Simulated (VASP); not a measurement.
# CuAu3 (I4/mmm) in VASP: further runs, part 2 of 2

VASP 6.6.1. The steps go on from the part before.

**3. Single point, PBEsol**

INCAR reads:

```
SYSTEM = CuAu3
ALGO = Fast
EDIFF = 1E-6
ENCUT = 520
GGA = PS
ISIF = 2
ISMEAR = -1
LASPH = .True.
LCHARG = .True.
LELF = .True.
LREAL = .False.
LVHAR = .True.
LWAVE = .False.
NBANDS = 30
NELM = 80
PREC = Accurate
SIGMA = 0.05
```

KPOINTS reads:

```
k-points
0
Gamma
  9 9 9
  0 0 0
```

POSCAR reads:

```
CuAu3
1.0
   -1.9906277700      1.9906277700      4.0820992900
    1.9906277700     -1.9906277700      4.0820992900
    1.9906277700      1.9906277700     -4.0820992900
Au Cu
3 1
Direct
    0.5000000000      0.5000000000      0.0000000000
    0.2500000000      0.7500000000      0.5000000000
    0.7500000000      0.2500000000      0.5000000000
    0.0000000000      0.0000000000      0.0000000000
```

Potentials or basis: VASP PAW PBE potentials, release 64 (Au, Cu).

Command:

```
$ cat potpaw_PBE.64/Au/POTCAR potpaw_PBE.64/Cu/POTCAR > POTCAR
$ mpirun -np 1 vasp_std > vasp.out
```

OUTCAR:

```text
SYSTEM = CuAu3
   EDIFF = 1E-6
   ENCUT = 520
   GGA = PS
   ISIF = 2
   ISMEAR = -1
   LASPH = .True.
   LREAL = .False.
   NELM = 80
   PREC = Accurate

 ion  position               nearest neighbor table
   1  0.500  0.500  0.000-   4 2.82   4 2.82   4 2.82   4 2.82   3 2.85   2 2.85   3 2.85   3 2.85
                             2 2.85   2 2.85   3 2.85   2 2.85
   2  0.250  0.750  0.500-   3 2.82   3 2.82   3 2.82   3 2.82   4 2.85   1 2.85   4 2.85   1 2.85
                             4 2.85   4 2.85   1 2.85   1 2.85
   3  0.750  0.250  0.500-   2 2.82   2 2.82   2 2.82   2 2.82   4 2.85   1 2.85   4 2.85   4 2.85
                             1 2.85   1 2.85   4 2.85   1 2.85
   4  0.000  0.000  0.000-   1 2.82   1 2.82   1 2.82   1 2.82   3 2.85   2 2.85   3 2.85   2 2.85
                             3 2.85   3 2.85   2 2.85   2 2.85

  LATTYP: Found a body centered tetragonal cell.
 ALAT       =     3.9812555400
 C/A-ratio  =     2.0506592702

  Lattice vectors:

 A1 = (  -1.9906277700,   1.9906277700,   4.0820992900)
 A2 = (   1.9906277700,  -1.9906277700,   4.0820992900)
 A3 = (   1.9906277700,   1.9906277700,  -4.0820992900)

Analysis of symmetry for initial positions (statically):
=====================================================================
 Subroutine PRICEL returns:
 Original cell was already a primitive cell.

 Routine SETGRP: Setting up the symmetry group for a
 body centered tetragonal supercell.

 Subroutine GETGRP returns: Found 16 space group operations
 (whereof 16 operations were pure point group operations)
 out of a pool of 16 trial point group operations.

The static configuration has the point symmetry D_4h.

Analysis of symmetry for dynamics (positions and initial velocities):
=====================================================================
 Subroutine PRICEL returns:
 Original cell was already a primitive cell.

 Routine SETGRP: Setting up the symmetry group for a
 body centered tetragonal supercell.

[... 121 lines left out ...]
   EMIN   =  10.00;   EMAX   =-10.00  energy-range for DOS
   EFERMI =   0.00;   METHOD = LEGACY
   ISMEAR =    -1;   SIGMA  =   0.05  broadening in eV -4-tet -1-fermi 0-gaus
   EFERMI_NEDOS =   21; number of points for ismear=-14 and -15
   IALGO  =     68    algorithm
   IMIX   =      4    mixing-type and parameters
     AMIX     =   0.40;   BMIX     =  1.00
     AMIX_MAG =   1.60;   BMIX_MAG =  1.00
  volume/ion in A,a.u.               =      16.18       109.16
  Fermi-wavevector in a.u.,A,eV,Ry     =   1.439631  2.720508 28.198580  2.072537
  Thomas-Fermi vector in A             =   2.558465
   LORBIT       =      0    0 simple, 1 ext, 2 COOP (PROOUT), +10 PAW based schemes
   GGA     = PS    functional components
   LHFCALC =     F    Hartree Fock is set to
   AEXX    =    0.0000 exact exchange contribution
   IVDW    =     0    specifies the selected vdW correction
   LEPSILON=     F    determine dielectric tensor
   LRPA    =     F    only Hartree local field effects (RPA)
 non-spin polarized calculation
 RMM-DIIS sequential band-by-band and
  energy-cutoff  :      520.00
  volume of cell :       64.70
 maximum number of plane-waves:      1775
 NGX is ok and might be reduce to    40
   NGX = 19   NGY = 19   NGZ = 19

 number of electron      44.0000002 magnetization

 Free energy of the ion-electron system (eV)
  ---------------------------------------------------
  ext. energy  EPLUGINS =         0.00000000
  ---------------------------------------------------
  free energy    TOTEN  =       -16.15563450 eV

  energy without entropy =      -16.14855585  energy(sigma->0) =      -16.15209518

 E-fermi :   8.5540     XC(G=0): -12.7186

 val. band max:        8.5073478318   @ k =  -0.1111  -0.1111   0.1111
 cond. band min:       8.5757870440   @ k =  -0.1111  -0.3333   0.1111
 fundamental gap:      0.0684392122
 Fermi energy:         8.5540240554

 k-point     1 :       0.0000    0.0000    0.0000
  band No.  band energies     occupation
      1      -1.0850      2.00000
      2       1.8845      2.00000
      3       2.1272      2.00000
      4       2.3465      2.00000
      5       3.3305      2.00000
      6       3.3305      2.00000
[... 781 lines left out ...]
     29      18.6670      0.00000
     30      19.0653      0.00000

 [... further k-points ...]
[... 5 lines left out ...]
  --------------------------------------------------------------------------------------
  -------------------------------------------------------------------------------------
  Total       -1.8156355     -1.8156355     -1.9156853      0.0000000      0.0000000      0.0000000
  in kB      -44.9588895    -44.9588895    -47.4363290      0.0000000      0.0000000      0.0000000
  external PRESSURE =     -45.7847027 kB  Pullay stress =       0.0000000 kB

 VOLUME and BASIS-vectors are now :
 -----------------------------------------------------------------------------
  energy-cutoff  :      520.00
  volume of cell :       64.70
      direct lattice vectors                 reciprocal lattice vectors
    -1.990627770  1.990627770  4.082099290     0.000000000  0.251177045  0.122485997
     1.990627770 -1.990627770  4.082099290     0.251177045  0.000000000  0.122485997
     1.990627770  1.990627770 -4.082099290     0.251177045  0.251177045  0.000000000

 POSITION                                       TOTAL-FORCE (eV/Angst)
 -----------------------------------------------------------------------------------
      0.00000      0.00000      4.08210         0.000000      0.000000     -0.000000
      1.99063     -0.00000      2.04105        -0.000000      0.000000     -0.000000
     -0.00000      1.99063      2.04105        -0.000000     -0.000000      0.000000
      0.00000      0.00000      0.00000         0.000000      0.000000     -0.000000
 -----------------------------------------------------------------------------------
    total drift:                               -0.000000     -0.000000      0.000000

  FREE ENERGIE OF THE ION-ELECTRON SYSTEM (eV)
  ---------------------------------------------------
  free  energy   TOTEN  =       -16.1556344979 eV

  energy  without entropy=      -16.1485558547  energy(sigma->0) =      -16.15209518
```

stdout:

```text
POSCAR found type information on POSCAR AuCu
 POSCAR found :  2 types and       4 ions
 scaLAPACK will be used
 -----------------------------------------------------------------------------
|                                                                             |
|                                                                             |
|     You enforced a specific xc type in the INCAR file but a different       |
|     I HOPE YOU KNOW WHAT YOU ARE DOING!                                     |
|                                                                             |
 -----------------------------------------------------------------------------

 LDA part: xc-table for (Slater+PW92), standard interpolation
 POSCAR, INCAR and KPOINTS ok, starting setup
 FFT: planning ... GRIDC
 FFT: planning ... GRID_SOFT
 FFT: planning ... GRID
 WAVECAR not read
 entering main loop
```

Run time: 3.8 min. Hardware: 1 thread of Intel Xeon Platinum 8259CL at 2.50GHz (Skylake/Cascade Lake), shared host; peak memory 0.33 GiB.

What came out:

```
Free energy            : -16.1556 eV
Pressure               : -4.6 GPa
Band gap on the k mesh : zero (band 22 reaches 11.40 eV, above the bottom of band 23 at 7.36 eV)
```

Levels at points of the mesh, in eV from the Fermi level:
| k point | band 18 | band 19 | band 20 | band 21 | band 22 | band 23 | band 24 | band 25 | band 26 | band 27 |
| --- | --- | --- | --- | --- | --- | --- | --- | --- | --- | --- |
| (0.00, 0.00, 0.00) | -1.45 | -1.45 | -1.38 | -1.38 | 0.81 | 4.96 | 5.71 | 5.94 | 5.94 | 6.04 |

Caveat: the PAW data sets were made with another functional, which shifts forces and pressure a little; spin-orbit coupling is left out, which moves the levels of the heavy elements.
